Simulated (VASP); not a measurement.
Set up this calculation in VASP 6.6.1, as the native input.

```
Task                   : single point
Functional             : PBE
Potentials or basis    : VASP PAW PBE potentials, release 64 (Ta_pv, F)
Cutoff                 : 520 eV
k mesh                 : 12 × 12 × 12
Occupations            : gaussian, width 0.15 eV
Spin                   : no spin polarisation
Dipole correction      : no
Further INCAR settings : ALGO = Normal; EDIFF = 1e-06; NBANDS = 24
```

The structure of TaF3 lies in POSCAR:

```
TaF3
1.0
    4.0182360000      0.0000000000      0.0000000000
    0.0000000000      4.0182360000      0.0000000000
    0.0000000000      0.0000000000      3.8426820000
Ta F
1 3
Direct
    0.0000000000      0.0000000000      0.0000000000
    0.5000000000      0.0000000000      0.0000000000
    0.0000000000      0.5000000000      0.0000000000
    0.0000000000      0.0000000000      0.5000000000
```

This cell differs from its parent crystal: strain +0.030 along x and y, -0.015 along z.

These files were run (other wordings do the same):

INCAR

```
PREC     = Accurate       # precision mode
ENCUT    = 520            # plane-wave cutoff, eV
EDIFF    = 1E-6           # SCF threshold, eV
ISMEAR   = 0              # smearing method
SIGMA    = 0.15           # smearing width, eV
LREAL    = F              # projectors in reciprocal space
LASPH    = T              # aspherical terms in the spheres
NELM     = 60             # most SCF steps
ALGO     = Normal         # electronic algorithm
ISIF     = 2              # what is computed and relaxed
LWAVE    = F              # write WAVECAR
LCHARG   = T              # write CHGCAR
GGA      = PE             # functional
LELF     = T              # ELF
LVHAR    = T            
NBANDS   = 24             # bands
```

KPOINTS

```
Automatic mesh
0
Gamma
  12 12 12
```

Potentials or basis: VASP PAW PBE potentials, release 64 (Ta_pv, F).

Launch:

```sh
$ cat potpaw_PBE.64/Ta_pv/POTCAR potpaw_PBE.64/F/POTCAR > POTCAR
$ mpirun -np 1 vasp_std > vasp.out
```

Results of the run:

The pressure is 18.1 GPa and the band gap on the k mesh is zero (bands 16 and 17 overlap by 2.63 eV).

Caveat: the cell differs from its parent crystal (strain +0.030 along x and y, -0.015 along z); the stress differs along the axes, from 12 to 30 GPa; spin-orbit coupling is left out, which moves the levels of the heavy elements.

Run time: 100 s on 1 thread of Intel(R) Xeon(R) 6975P-C (Granite Rapids) (shared host), peak memory 0.35 GiB.
